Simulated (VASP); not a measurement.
Input of a VASP 6.6.1 run:

The input POSCAR:

```
HfN
1.0
    2.8250300000      0.0000000000      0.0000000000
    0.0000000000      2.8250300000      0.0000000000
    0.0000000000      0.0000000000      2.8250300000
Hf N
1 1
Direct
    0.5000000000      0.5000000000      0.5000000000
    0.0000000000      0.0000000000      0.0000000000
```

INCAR.step1

```
SYSTEM = HfN
PREC = Accurate
ENCUT = 600
ISMEAR = -1
SIGMA = 0.05
LREAL = .FALSE.
LASPH = .TRUE.
NELM = 100
GGA = PE
ALGO = Normal
EDIFF = 1E-4
LWAVE = .TRUE.
LCHARG = .FALSE.
```

File INCAR.step2:

```
SYSTEM = HfN
PREC = Accurate
ENCUT = 600
EDIFF = 1E-6
ISMEAR = -1
SIGMA = 0.05
LREAL = .FALSE.
LASPH = .TRUE.
NELM = 100
ALGO = Normal
ISIF = 3
LWAVE = .FALSE.
LCHARG = .FALSE.
METAGGA = R2SCAN
LMIXTAU = .TRUE.
IBRION = 2
NSW = 60
EDIFFG = -0.01
PSTRESS = 50.0
ISTART = 1
```

KPOINTS

```
Automatic mesh
0
G
  9 9 9
  0 0 0
```

Potentials or basis: VASP PAW PBE potentials, release 64 (Hf_pv, N).

The run is started by

```console
$ cat potpaw_PBE.64/Hf_pv/POTCAR potpaw_PBE.64/N/POTCAR > POTCAR
$ cp INCAR.step1 INCAR
$ mpirun -np 1 vasp_std > vasp.out
$ cp INCAR.step2 INCAR
$ mpirun -np 1 vasp_std > vasp.out
```

(1) What does it give for the space group after relaxing (to 0.05 Å)?

(2) What does it give for the relaxed cell?

(3) Estimate the relaxed volume.

Results:

(1) Pm-3m (No. 221).

(2) a = 2.778 Å, b = 2.778 Å, c = 2.778 Å, α = 90.00°, β = 90.00°, γ = 90.00°.

(3) 10.72 Å³/atom.

Caveat: the cell is relaxed towards a set pressure, so the enthalpy falls and the energy may rise; the PAW data sets were made with another functional, which shifts forces and pressure a little.
